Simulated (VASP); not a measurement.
# ZrN (Fm-3m) in VASP: single point with PBE

Aim: the single point of ZrN with PBE.

All numbers are computed with VASP 6.6.1; they aren't measurements. Logs are shortened: lines on timing, memory, paths and dates and some standing lists are left out, and cuts for length are marked.

## 1. The cell of the first run

Symmetry: Fm-3m, No. 225, cubic system. The conventional cell has a = 4.600 Å, b = 4.600 Å, c = 4.600 Å, α = 90.00°, β = 90.00°, γ = 90.00°. Zr (site symmetry m-3m) has 6 N at 2.30 Å within 3.0 Å. Within 3.0 Å of N (site symmetry m-3m) lie 6 Zr at 2.30 Å.

## 2. Single point, PBE

INCAR

```
SYSTEM = ZrN
ALGO = Normal
EDIFF = 1E-6
ENCUT = 600
GGA = PE
GGA_COMPAT = .FALSE.
ISIF = 2
ISMEAR = -1
LASPH = .TRUE.
LCHARG = .FALSE.
LREAL = .FALSE.
LWAVE = .FALSE.
NBANDS = 16
NELM = 120
PREC = Accurate
SIGMA = 0.1
```

KPOINTS

```
k-points
0
G
  8 8 8
  0 0 0
```

POSCAR

```
ZrN
1.0
    0.0000000000      2.3000000000      2.3000000000
    2.3000000000      0.0000000000      2.3000000000
    2.3000000000      2.3000000000      0.0000000000
Zr N
1 1
Direct
    0.5000000000      0.5000000000      0.5000000000
    0.0000000000      0.0000000000      0.0000000000
```

Potentials or basis: VASP PAW PBE potentials, release 64 (Zr_sv, N).

Launch:

```console
> cat potpaw_PBE.64/Zr_sv/POTCAR potpaw_PBE.64/N/POTCAR > POTCAR
> mpirun -np 1 vasp_std > vasp.out
```

OUTCAR:

```text
SYSTEM = ZrN
   EDIFF = 1E-6
   ENCUT = 600
   GGA = PE
   ISIF = 2
   ISMEAR = -1
   LASPH = .TRUE.
   LREAL = .FALSE.
   NELM = 120
   PREC = Accurate

 ion  position               nearest neighbor table
   1  0.500  0.500  0.500-   2 2.30   2 2.30   2 2.30   2 2.30   2 2.30   2 2.30
   2  0.000  0.000  0.000-   1 2.30   1 2.30   1 2.30   1 2.30   1 2.30   1 2.30

  LATTYP: Found a face centered cubic cell.
 ALAT       =     4.6000000000

  Lattice vectors:

 A1 = (   0.0000000000,   2.3000000000,   2.3000000000)
 A2 = (   2.3000000000,   0.0000000000,   2.3000000000)
 A3 = (   2.3000000000,   2.3000000000,   0.0000000000)

Analysis of symmetry for initial positions (statically):
=====================================================================
 Subroutine PRICEL returns:
 Original cell was already a primitive cell.

 Routine SETGRP: Setting up the symmetry group for a
 face centered cubic supercell.

 Subroutine GETGRP returns: Found 48 space group operations
 (whereof 48 operations were pure point group operations)
 out of a pool of 48 trial point group operations.

The static configuration has the point symmetry O_h .

Analysis of symmetry for dynamics (positions and initial velocities):
=====================================================================
 Subroutine PRICEL returns:
 Original cell was already a primitive cell.

 Routine SETGRP: Setting up the symmetry group for a
 face centered cubic supercell.

 Subroutine GETGRP returns: Found 48 space group operations
 (whereof 48 operations were pure point group operations)
 out of a pool of 48 trial point group operations.

The dynamic configuration has the point symmetry O_h .

 Subroutine INISYM returns: Found 48 space group operations
 (whereof 48 operations are pure point group operations),
 and found     1 'primitive' translations

----------------------------------------------------------------------------------------

                                     Primitive cell

  volume of cell :      24.3340

  direct lattice vectors                    reciprocal lattice vectors
     0.000000000  2.300000000  2.300000000    -0.217391304  0.217391304  0.217391304
     2.300000000  0.000000000  2.300000000     0.217391304 -0.217391304  0.217391304
     2.300000000  2.300000000  0.000000000     0.217391304  0.217391304 -0.217391304

  length of vectors
     3.252691193  3.252691193  3.252691193     0.376532784  0.376532784  0.376532784

  position of ions in fractional coordinates (direct lattice)
     0.500000000  0.500000000  0.500000000
     0.000000000  0.000000000  0.000000000

  ion indices of the primitive-cell ions
   primitive index   ion index
                 1           1
                 2           2

----------------------------------------------------------------------------------------

 KPOINTS: k-points

Automatic generation of k-mesh.
 Grid dimensions read from file:
 generate k-points for:    8    8    8

 Generating k-lattice:

  Cartesian coordinates                     Fractional coordinates (reciprocal lattice)
    -0.027173913  0.027173913  0.027173913     0.125000000  0.000000000  0.000000000
     0.027173913 -0.027173913  0.027173913     0.000000000  0.125000000  0.000000000
     0.027173913  0.027173913 -0.027173913     0.000000000  0.000000000  0.125000000

  Length of vectors
     0.047066598  0.047066598  0.047066598

  Shift w.r.t. Gamma in fractional coordinates (k-lattice)
     0.000000000  0.000000000  0.000000000

 Subroutine IBZKPT returns following result:
 ===========================================

 Found     29 irreducible k-points:

 Following reciprocal coordinates:
            Coordinates               Weight
  0.000000  0.000000  0.000000      1.000000
  0.125000  0.000000  0.000000      8.000000
  0.250000  0.000000  0.000000      8.000000
  0.375000  0.000000  0.000000      8.000000
  0.500000  0.000000  0.000000      4.000000
  0.125000  0.125000  0.000000      6.000000
[... 16 lines left out ...]
  0.500000  0.250000  0.125000     48.000000
 -0.375000  0.250000  0.125000     24.000000
 [... further k-points ...]
   k-points           NKPTS =     29   k-points in BZ     NKDIM =     29   number of bands    NBANDS=     16
   number of dos      NEDOS =    301   number of ions     NIONS =      2
   total plane-waves  NPLWV =  21952
   dimension x,y,z NGX =    28 NGY =   28 NGZ =   28
   dimension x,y,z NGXF=    56 NGYF=   56 NGZF=   56
   ions per type =               1   1
   NGX,Y,Z   is equivalent  to a cutoff of  14.31, 14.31, 14.31 a.u.
   NGXF,Y,Z  is equivalent  to a cutoff of  28.62, 28.62, 28.62 a.u.
 SYSTEM =  ZrN
   PREC   = accura    normal or accurate (medium, high low for compatibility)
   ISTART =      0    job   : 0-new  1-cont  2-samecut
   ICHARG =      2    charge: 1-file 2-atom 10-const
   ISPIN  =      1    spin polarized calculation?
   LNONCOLLINEAR =      F non collinear calculations
   LSORBIT =      F    spin-orbit coupling
   LASPH  =      T    aspherical Exc in radial PAW
   ENCUT  =  600.0 eV  44.10 Ry    6.64 a.u.   6.50  6.50  6.50*2*pi/ulx,y,z
   NELM   =    120;   NELMIN=  2; NELMDL= -5     # of ELM steps
   EDIFF  = 0.1E-05   stopping-criterion for ELM
   LREAL  =      F    real-space projection
   EDIFFG = 0.1E-04   stopping-criterion for IOM
   NSW    =      0    number of steps for IOM
   IBRION =     -1    ionic relax: 0-MD 1-quasi-New 2-CG
   NFREE  =      0    steps in history (QN), initial steepest desc. (CG)
   ISIF   =      2    stress and relaxation
   ISYM   =      2    0-nonsym 1-usesym 2-fastsym
   POTIM  = 0.5000    time-step for ionic-motion
   TEBEG  =    0.0;   TEEND  =   0.0 temperature during run
   PSTRESS=    0.0 pullay stress
   NELECT =      17.0000    total number of electrons
   NUPDOWN=      -1.0000    fix difference up-down
   EMIN   =  10.00;   EMAX   =-10.00  energy-range for DOS
   EFERMI =   0.00;   METHOD = LEGACY
   ISMEAR =    -1;   SIGMA  =   0.10  broadening in eV -4-tet -1-fermi 0-gaus
   EFERMI_NEDOS =   21; number of points for ismear=-14 and -15
   IALGO  =     38    algorithm
   IMIX   =      4    mixing-type and parameters
     AMIX     =   0.40;   BMIX     =  1.00
     AMIX_MAG =   1.60;   BMIX_MAG =  1.00
  volume/ion in A,a.u.               =      12.17        82.11
  Fermi-wavevector in a.u.,A,eV,Ry     =   1.452624  2.745062 28.709889  2.110117
  Thomas-Fermi vector in A             =   2.569985
   LORBIT       =      0    0 simple, 1 ext, 2 COOP (PROOUT), +10 PAW based schemes
   GGA     = PE    functional components
   LHFCALC =     F    Hartree Fock is set to
   AEXX    =    0.0000 exact exchange contribution
   IVDW    =     0    specifies the selected vdW correction
   LEPSILON=     F    determine dielectric tensor
   LRPA    =     F    only Hartree local field effects (RPA)
 non-spin polarized calculation
  energy-cutoff  :      600.00
  volume of cell :       24.33
 maximum number of plane-waves:       869
 NGX is ok and might be reduce to    28
   NGX = 13   NGY = 13   NGZ = 13

 number of electron      17.0000000 magnetization

 Free energy of the ion-electron system (eV)
  ---------------------------------------------------
  ext. energy  EPLUGINS =         0.00000000
  ---------------------------------------------------
  free energy    TOTEN  =       -20.37057040 eV

  energy without entropy =      -20.33814069  energy(sigma->0) =      -20.35435555

 E-fermi :  11.8390     XC(G=0): -12.4524

 val. band max:       11.8006164218   @ k =   0.1250   0.0000   0.0000
 cond. band min:      11.8728309257   @ k =   0.3750   0.1250   0.0000
 fundamental gap:      0.0722145039
 Fermi energy:        11.8389558237

 k-point     1 :       0.0000    0.0000    0.0000
  band No.  band energies     occupation
      1     -37.7780      2.00000
      2     -15.4091      2.00000
      3     -15.4091      2.00000
      4     -15.4091      2.00000
      5      -4.3865      2.00000
      6       9.2016      2.00000
[... 8 lines left out ...]
     15      21.0074      0.00000
     16      34.1503      0.00000

 k-point     2 :       0.1250    0.0000    0.0000
  band No.  band energies     occupation
      1     -37.7585      2.00000
      2     -15.5893      2.00000
      3     -15.4226      2.00000
      4     -15.4226      2.00000
      5      -4.0864      2.00000
      6       8.0731      2.00000
[... 8 lines left out ...]
     15      21.9985      0.00000
     16      31.5014      0.00000

 k-point     3 :       0.2500    0.0000    0.0000
  band No.  band energies     occupation
      1     -37.7110      2.00000
      2     -15.9984      2.00000
      3     -15.4551      2.00000
      4     -15.4551      2.00000
      5      -3.3550      2.00000
      6       6.2511      2.00000
[... 8 lines left out ...]
     15      23.8361      0.00000
     16      28.8227      0.00000

 k-point     4 :       0.3750    0.0000    0.0000
  band No.  band energies     occupation
      1     -37.6629      2.00000
      2     -16.3773      2.00000
      3     -15.4872      2.00000
      4     -15.4872      2.00000
      5      -2.5811      2.00000
      6       4.8043      2.00000
[... 8 lines left out ...]
     15      24.2375      0.00000
     16      25.5709      0.00000
[... 324 lines left out ...]
 k-point    22 :       0.3750    0.2500    0.1250
  band No.  band energies     occupation
      1     -37.6757      2.00000
      2     -16.0662      2.00000
      3     -15.6503      2.00000
      4     -15.5105      2.00000
      5      -3.2075      2.00000
      6       5.6781      2.00000
[... 8 lines left out ...]
     15      24.9898      0.00000
     16      25.4506      0.00000

 k-point    23 :       0.5000    0.2500    0.1250
  band No.  band energies     occupation
      1     -37.6371      2.00000
      2     -16.2599      2.00000
      3     -15.7480      2.00000
      4     -15.5624      2.00000
      5      -2.9003      2.00000
      6       5.3716      2.00000
[... 8 lines left out ...]
     15      23.7543      0.00000
     16      24.7456      0.00000

 k-point    24 :      -0.3750    0.2500    0.1250
  band No.  band energies     occupation
      1     -37.6210      2.00000
      2     -16.3428      2.00000
      3     -15.7729      2.00000
      4     -15.5947      2.00000
      5      -2.7796      2.00000
      6       5.2340      2.00000
[... 8 lines left out ...]
     15      23.4134      0.00000
     16      24.6813      0.00000

 [... further k-points ...]
[... 5 lines left out ...]
  --------------------------------------------------------------------------------------
  -------------------------------------------------------------------------------------
  Total       -0.0654320     -0.0654320     -0.0654320      0.0000000      0.0000000      0.0000000
  in kB       -4.3081149     -4.3081149     -4.3081149      0.0000000      0.0000000      0.0000000
  external PRESSURE =      -4.3081149 kB  Pullay stress =       0.0000000 kB

 VOLUME and BASIS-vectors are now :
 -----------------------------------------------------------------------------
  energy-cutoff  :      600.00
  volume of cell :       24.33
      direct lattice vectors                 reciprocal lattice vectors
     0.000000000  2.300000000  2.300000000    -0.217391304  0.217391304  0.217391304
     2.300000000  0.000000000  2.300000000     0.217391304 -0.217391304  0.217391304
     2.300000000  2.300000000  0.000000000     0.217391304  0.217391304 -0.217391304

 POSITION                                       TOTAL-FORCE (eV/Angst)
 -----------------------------------------------------------------------------------
      2.30000      2.30000      2.30000         0.000000      0.000000      0.000000
      0.00000      0.00000      0.00000        -0.000000     -0.000000     -0.000000
 -----------------------------------------------------------------------------------
    total drift:                                0.000000      0.000000      0.000000

  FREE ENERGIE OF THE ION-ELECTRON SYSTEM (eV)
  ---------------------------------------------------
  free  energy   TOTEN  =       -20.3705704045 eV

  energy  without entropy=      -20.3381406873  energy(sigma->0) =      -20.35435555
```

It took 24 s on 1 thread of Intel Xeon 8259CL, shared host; peak memory 0.16 GiB.

Results:

```yaml
Free_energy: -20.3706 eV
Pressure: -0.4 GPa
```
